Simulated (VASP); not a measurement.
# AlNi (CsCl type) (Pm-3m) in VASP: further runs

The runs below take AlNi (CsCl type) through single point, with PBE.

Everything below comes from runs of VASP 6.6.1. Logs are shortened: lines on timing, memory, paths and dates and some standing lists are left out, and cuts for length are marked.

## Step 1: The cell of the first run

The structure is cubic, space group Pm-3m (No. 221). Conventional cell: a = 2.786 Å, b = 2.786 Å, c = 2.786 Å, α = 90.00°, β = 90.00°, γ = 90.00°. Within 3.2 Å of Ni (site symmetry m-3m) lie 8 Al at 2.41 Å and 6 Ni at 2.79 Å. Within 3.2 Å of Al (site symmetry m-3m) lie 8 Ni at 2.41 Å and 6 Al at 2.79 Å.

## Step 2: Single point, PBE

INCAR

```
SYSTEM = AlNi
  PREC = Accurate
  ENCUT = 520
  EDIFF = 1E-6
  ISMEAR = -1
  SIGMA = 0.05
  LREAL = .False.
  LASPH = .True.
  NELM = 100
  ALGO = Normal
  ISIF = 2
  LWAVE = .False.
  LCHARG = .True.
  GGA = PE
  LELF = .True.
  LVHAR = .True.
  NBANDS = 14
```

KPOINTS

```
regular mesh
0
Gamma
  14 14 14
  0 0 0
```

POSCAR

```
AlNi
1.0
    2.7862876465      0.0000000000      0.0000000000
    0.0000000000      2.7862876465      0.0000000000
    0.0000000000      0.0000000000      2.7862876465
Ni Al
1 1
Direct
    0.0000000000      0.0000000000      0.0000000000
    0.5000000000      0.5000000000      0.5000000000
```

Potentials or basis: VASP PAW PBE potentials, release 64 (Ni, Al).

On the command line:

```
> cat potpaw_PBE.64/Ni/POTCAR potpaw_PBE.64/Al/POTCAR > POTCAR
> mpirun -np 1 vasp_std > vasp.out
```

OUTCAR:

```text
SYSTEM = AlNi
   PREC = Accurate
   ENCUT = 520
   EDIFF = 1E-6
   ISMEAR = -1
   LREAL = .False.
   LASPH = .True.
   NELM = 100
   ISIF = 2
   GGA = PE

 ion  position               nearest neighbor table
   1  0.000  0.000  0.000-   2 2.41   2 2.41   2 2.41   2 2.41   2 2.41   2 2.41   2 2.41   2 2.41

   2  0.500  0.500  0.500-   1 2.41   1 2.41   1 2.41   1 2.41   1 2.41   1 2.41   1 2.41   1 2.41

  LATTYP: Found a simple cubic cell.
 ALAT       =     2.7862876465

  Lattice vectors:

 A1 = (   2.7862876465,   0.0000000000,   0.0000000000)
 A2 = (   0.0000000000,   2.7862876465,   0.0000000000)
 A3 = (   0.0000000000,   0.0000000000,   2.7862876465)

Analysis of symmetry for initial positions (statically):
=====================================================================
 Subroutine PRICEL returns:
 Original cell was already a primitive cell.

 Routine SETGRP: Setting up the symmetry group for a
 simple cubic supercell.

 Subroutine GETGRP returns: Found 48 space group operations
 (whereof 48 operations were pure point group operations)
 out of a pool of 48 trial point group operations.

The static configuration has the point symmetry O_h .

Analysis of symmetry for dynamics (positions and initial velocities):
=====================================================================
 Subroutine PRICEL returns:
 Original cell was already a primitive cell.

 Routine SETGRP: Setting up the symmetry group for a
 simple cubic supercell.

 Subroutine GETGRP returns: Found 48 space group operations
 (whereof 48 operations were pure point group operations)
 out of a pool of 48 trial point group operations.

The dynamic configuration has the point symmetry O_h .

 Subroutine INISYM returns: Found 48 space group operations
 (whereof 48 operations are pure point group operations),
 and found     1 'primitive' translations

----------------------------------------------------------------------------------------

                                     Primitive cell

  volume of cell :      21.6311

  direct lattice vectors                    reciprocal lattice vectors
     2.786287646  0.000000000  0.000000000     0.358900489  0.000000000  0.000000000
     0.000000000  2.786287646  0.000000000     0.000000000  0.358900489  0.000000000
     0.000000000  0.000000000  2.786287646     0.000000000  0.000000000  0.358900489

  length of vectors
     2.786287646  2.786287646  2.786287646     0.358900489  0.358900489  0.358900489

  position of ions in fractional coordinates (direct lattice)
     0.000000000  0.000000000  0.000000000
     0.500000000  0.500000000  0.500000000

  ion indices of the primitive-cell ions
   primitive index   ion index
                 1           1
                 2           2

----------------------------------------------------------------------------------------

 KPOINTS: regular mesh

Automatic generation of k-mesh.
 Grid dimensions read from file:
 generate k-points for:   14   14   14

 Generating k-lattice:

  Cartesian coordinates                     Fractional coordinates (reciprocal lattice)
     0.025635749  0.000000000  0.000000000     0.071428571  0.000000000  0.000000000
     0.000000000  0.025635749  0.000000000     0.000000000  0.071428571  0.000000000
     0.000000000  0.000000000  0.025635749     0.000000000  0.000000000  0.071428571

  Length of vectors
     0.025635749  0.025635749  0.025635749

  Shift w.r.t. Gamma in fractional coordinates (k-lattice)
     0.000000000  0.000000000  0.000000000

 Subroutine IBZKPT returns following result:
 ===========================================

 Found    120 irreducible k-points:

 Following reciprocal coordinates:
            Coordinates               Weight
  0.000000  0.000000  0.000000      1.000000
  0.071429  0.000000  0.000000      6.000000
  0.142857  0.000000  0.000000      6.000000
  0.214286  0.000000  0.000000      6.000000
  0.285714  0.000000  0.000000      6.000000
  0.357143  0.000000  0.000000      6.000000
[... 16 lines left out ...]
  0.285714  0.214286  0.000000     24.000000
  0.357143  0.214286  0.000000     24.000000
 [... further k-points ...]
   k-points           NKPTS =    120   k-points in BZ     NKDIM =    120   number of bands    NBANDS=     14
   number of dos      NEDOS =    301   number of ions     NIONS =      2
   total plane-waves  NPLWV =  13824
   dimension x,y,z NGX =    24 NGY =   24 NGZ =   24
   dimension x,y,z NGXF=    48 NGYF=   48 NGZF=   48
   ions per type =               1   1
   NGX,Y,Z   is equivalent  to a cutoff of  14.32, 14.32, 14.32 a.u.
   NGXF,Y,Z  is equivalent  to a cutoff of  28.64, 28.64, 28.64 a.u.
 SYSTEM =  AlNi
   PREC   = accura    normal or accurate (medium, high low for compatibility)
   ISTART =      0    job   : 0-new  1-cont  2-samecut
   ICHARG =      2    charge: 1-file 2-atom 10-const
   ISPIN  =      1    spin polarized calculation?
   LNONCOLLINEAR =      F non collinear calculations
   LSORBIT =      F    spin-orbit coupling
   LASPH  =      T    aspherical Exc in radial PAW
   ENCUT  =  520.0 eV  38.22 Ry    6.18 a.u.   5.18  5.18  5.18*2*pi/ulx,y,z
   NELM   =    100;   NELMIN=  2; NELMDL= -5     # of ELM steps
   EDIFF  = 0.1E-05   stopping-criterion for ELM
   LREAL  =      F    real-space projection
   EDIFFG = 0.1E-04   stopping-criterion for IOM
   NSW    =      0    number of steps for IOM
   IBRION =     -1    ionic relax: 0-MD 1-quasi-New 2-CG
   NFREE  =      0    steps in history (QN), initial steepest desc. (CG)
   ISIF   =      2    stress and relaxation
   ISYM   =      2    0-nonsym 1-usesym 2-fastsym
   POTIM  = 0.5000    time-step for ionic-motion
   TEBEG  =    0.0;   TEEND  =   0.0 temperature during run
   PSTRESS=    0.0 pullay stress
   NELECT =      13.0000    total number of electrons
   NUPDOWN=      -1.0000    fix difference up-down
   EMIN   =  10.00;   EMAX   =-10.00  energy-range for DOS
   EFERMI =   0.00;   METHOD = LEGACY
   ISMEAR =    -1;   SIGMA  =   0.05  broadening in eV -4-tet -1-fermi 0-gaus
   EFERMI_NEDOS =   21; number of points for ismear=-14 and -15
   IALGO  =     38    algorithm
   IMIX   =      4    mixing-type and parameters
     AMIX     =   0.40;   BMIX     =  1.00
     AMIX_MAG =   1.60;   BMIX_MAG =  1.00
  volume/ion in A,a.u.               =      10.82        72.99
  Fermi-wavevector in a.u.,A,eV,Ry     =   1.381540  2.610731 25.968782  1.908652
  Thomas-Fermi vector in A             =   2.506314
   LORBIT       =      0    0 simple, 1 ext, 2 COOP (PROOUT), +10 PAW based schemes
   GGA     = PE    functional components
   LHFCALC =     F    Hartree Fock is set to
   AEXX    =    0.0000 exact exchange contribution
   IVDW    =     0    specifies the selected vdW correction
   LEPSILON=     F    determine dielectric tensor
   LRPA    =     F    only Hartree local field effects (RPA)
 non-spin polarized calculation
  energy-cutoff  :      520.00
  volume of cell :       21.63
 maximum number of plane-waves:       624
 NGX is ok and might be reduce to    24
   NGX = 11   NGY = 11   NGZ = 11

 number of electron      12.9999990 magnetization

 Free energy of the ion-electron system (eV)
  ---------------------------------------------------
  ext. energy  EPLUGINS =         0.00000000
  ---------------------------------------------------
  free energy    TOTEN  =       -10.37336118 eV

  energy without entropy =      -10.36582856  energy(sigma->0) =      -10.36959487

 E-fermi :  11.3878     XC(G=0): -12.5396

 val. band max:       11.3404137120   @ k =   0.5000   0.5000   0.2857
 cond. band min:      11.3897907239   @ k =   0.5000   0.3571   0.3571
 fundamental gap:      0.0493770119
 Fermi energy:        11.3878217276

 k-point     1 :       0.0000    0.0000    0.0000
  band No.  band energies     occupation
      1      -0.4780      2.00000
      2       7.6720      2.00000
      3       7.6720      2.00000
      4       9.6521      2.00000
      5       9.6521      2.00000
      6       9.6521      2.00000
      7      17.3604      0.00000
      8      17.3604      0.00000
      9      17.3604      0.00000
     10      19.8712      0.00000
     11      19.8712      0.00000
     12      27.0436      0.00000
     13      33.5435      0.00000
     14      33.5435      0.00000

 k-point     2 :       0.0714    0.0000    0.0000
  band No.  band energies     occupation
      1      -0.3771      2.00000
      2       7.6672      2.00000
      3       7.6977      2.00000
      4       9.6056      2.00000
      5       9.6056      2.00000
      6       9.6572      2.00000
      7      16.2971      0.00000
      8      17.4936      0.00000
      9      17.4936      0.00000
     10      19.8686      0.00000
     11      20.8571      0.00000
     12      27.3667      0.00000
     13      32.4269      0.00000
     14      32.4269      0.00000

 k-point     3 :       0.1429    0.0000    0.0000
  band No.  band energies     occupation
      1      -0.0760      2.00000
      2       7.6283      2.00000
      3       7.7707      2.00000
      4       9.4800      2.00000
      5       9.4800      2.00000
      6       9.6715      2.00000
      7      14.6067      0.00000
      8      17.8797      0.00000
      9      17.8797      0.00000
     10      19.8608      0.00000
     11      22.2877      0.00000
     12      28.3777      0.00000
     13      30.6328      0.00000
     14      30.6328      0.00000

 k-point     4 :       0.2143    0.0000    0.0000
  band No.  band energies     occupation
      1       0.4201      2.00000
      2       7.4736      2.00000
      3       7.8789      2.00000
      4       9.3095      2.00000
      5       9.3095      2.00000
      6       9.6922      2.00000
      7      13.0382      0.00000
      8      18.4860      0.00000
      9      18.4860      0.00000
     10      19.8484      0.00000
     11      23.4694      0.00000
     12      28.8353      0.00000
     13      28.8353      0.00000
     14      30.0612      0.00000

 k-point     5 :       0.2857    0.0000    0.0000
  band No.  band energies     occupation
      1       1.1018      2.00000
      2       7.0599      2.00000
      3       8.0027      2.00000
      4       9.1331      2.00000
      5       9.1331      2.00000
      6       9.7152      2.00000
      7      11.8313      0.00028
      8      19.2743      0.00000
      9      19.2743      0.00000
     10      19.8325      0.00000
     11      24.4386      0.00000
[... 276 lines left out ...]
 k-point    22 :       0.2143    0.2143    0.0000
  band No.  band energies     occupation
      1       1.2895      2.00000
      2       7.7407      2.00000
      3       7.7758      2.00000
      4       8.9185      2.00000
      5       9.3198      2.00000
      6       9.4106      2.00000
      7      13.1472      0.00000
      8      14.6732      0.00000
      9      19.5760      0.00000
     10      21.2640      0.00000
     11      24.6214      0.00000
     12      26.8583      0.00000
     13      29.3295      0.00000
     14      29.4609      0.00000

 k-point    23 :       0.2857    0.2143    0.0000
  band No.  band energies     occupation
      1       1.9456      2.00000
      2       7.3938      2.00000
      3       7.9477      2.00000
      4       8.8104      2.00000
      5       9.1855      2.00000
      6       9.4059      2.00000
      7      12.1980      0.00000
      8      14.8643      0.00000
      9      20.3446      0.00000
     10      20.7218      0.00000
     11      23.8714      0.00000
     12      27.7467      0.00000
     13      28.1408      0.00000
     14      29.8068      0.00000

 k-point    24 :       0.3571    0.2143    0.0000
  band No.  band energies     occupation
      1       2.7601      2.00000
      2       6.7240      2.00000
      3       8.1387      2.00000
      4       8.7593      2.00000
      5       9.0459      2.00000
      6       9.4286      2.00000
      7      11.3259      1.55071
      8      15.5113      0.00000
      9      19.6694      0.00000
     10      21.2639      0.00000
     11      23.7791      0.00000
     12      26.2180      0.00000
     13      28.5055      0.00000
     14      30.1736      0.00000

 [... further k-points ...]
[... 5 lines left out ...]
  --------------------------------------------------------------------------------------
  -------------------------------------------------------------------------------------
  Total        3.0961173      3.0961173      3.0961173     -0.0000000      0.0000000     -0.0000000
  in kB      229.3243337    229.3243337    229.3243337     -0.0000000      0.0000000     -0.0000000
  external PRESSURE =     229.3243337 kB  Pullay stress =       0.0000000 kB

 VOLUME and BASIS-vectors are now :
 -----------------------------------------------------------------------------
  energy-cutoff  :      520.00
  volume of cell :       21.63
      direct lattice vectors                 reciprocal lattice vectors
     2.786287646  0.000000000  0.000000000     0.358900489  0.000000000  0.000000000
     0.000000000  2.786287646  0.000000000     0.000000000  0.358900489  0.000000000
     0.000000000  0.000000000  2.786287646     0.000000000  0.000000000  0.358900489

 POSITION                                       TOTAL-FORCE (eV/Angst)
 -----------------------------------------------------------------------------------
      0.00000      0.00000      0.00000         0.000000      0.000000      0.000000
      1.39314      1.39314      1.39314         0.000000      0.000000      0.000000
 -----------------------------------------------------------------------------------
    total drift:                                0.000000      0.000000      0.000000

  FREE ENERGIE OF THE ION-ELECTRON SYSTEM (eV)
  ---------------------------------------------------
  free  energy   TOTEN  =       -10.3733611845 eV

  energy  without entropy=      -10.3658285558  energy(sigma->0) =      -10.36959487
```

It took 11 s on 1 thread of Intel Xeon 6975P-C (Granite Rapids), shared host; peak memory 0.16 GiB.

What came out:

- Free energy: -10.3734 eV
- Pressure: 22.9 GPa

Levels at points of the mesh, in eV from the Fermi level:
| k point | band 4 | band 5 | band 6 | band 7 | band 8 | band 9 | band 10 | band 11 |
| --- | --- | --- | --- | --- | --- | --- | --- | --- |
| (0.00, 0.00, 0.00) | -1.74 | -1.74 | -1.74 | 5.97 | 5.97 | 5.97 | 8.48 | 8.48 |
| (0.50, 0.00, 0.00) | -2.54 | -2.54 | -1.63 | -0.68 | 8.41 | 10.55 | 10.55 | 11.94 |
| (0.50, 0.50, 0.00) | -3.14 | -2.36 | -2.36 | -1.12 | 1.70 | 2.99 | 13.46 | 15.98 |
| (0.50, 0.50, 0.50) | -1.09 | -1.09 | 1.94 | 1.94 | 1.94 | 4.64 | 4.92 | 4.92 |

Spin polarisation is off, so any magnetic state and its effect on volume and gap are missing.

## Step 3: Single point, PBE

INCAR

```
PREC = Accurate ; ENCUT = 520
EDIFF = 1E-6 ; ISMEAR = -1
SIGMA = 0.05 ; LREAL = False
LASPH = True ; NELM = 100
ALGO = Normal ; ISIF = 2
LWAVE = False ; LCHARG = False
GGA = PE ; NBANDS = 14
```

KPOINTS

```
regular mesh
0
Gamma
  14 14 14
```

POSCAR

```
AlNi
1.0
    2.7858363084      0.0000000000      0.0000000000
    0.0000000000      2.7858363084      0.0000000000
    0.0000000000      0.0000000000      2.7858363084
Ni Al
1 1
Direct
    0.0000000000      0.0000000000      0.0000000000
    0.5000000000      0.5000000000      0.5000000000
```

Potentials or basis: VASP PAW PBE potentials, release 64 (Ni, Al).

On the command line:

```
> cat potpaw_PBE.64/Ni/POTCAR potpaw_PBE.64/Al/POTCAR > POTCAR
> mpirun -np 1 vasp_std > vasp.out
```

It took 10 s on 1 thread of Intel Xeon 6975P-C (Granite Rapids), shared host; peak memory 0.16 GiB.

It converged, with:

```
Free energy : -10.3719 eV
Pressure    : 23.1 GPa
```

Levels at points of the mesh, in eV from the Fermi level:
```csv
k point,band 3,band 4,band 5,band 6,band 7,band 8,band 9,band 10,band 11,band 12
"(0.00, 0.00, 0.00)",-3.72,-1.74,-1.74,-1.74,5.97,5.97,5.97,8.48,8.48,15.67
"(0.50, 0.00, 0.00)",-3.16,-2.54,-2.54,-1.63,-0.68,8.41,10.55,10.55,11.95,11.95
"(0.50, 0.50, 0.00)",-3.14,-3.14,-2.36,-2.36,-1.13,1.70,3.00,13.46,15.98,15.98
"(0.50, 0.50, 0.50)",-4.60,-1.09,-1.09,1.94,1.94,1.94,4.65,4.93,4.93,4.93
```

Spin polarisation is off, so any magnetic state and its effect on volume and gap are missing.
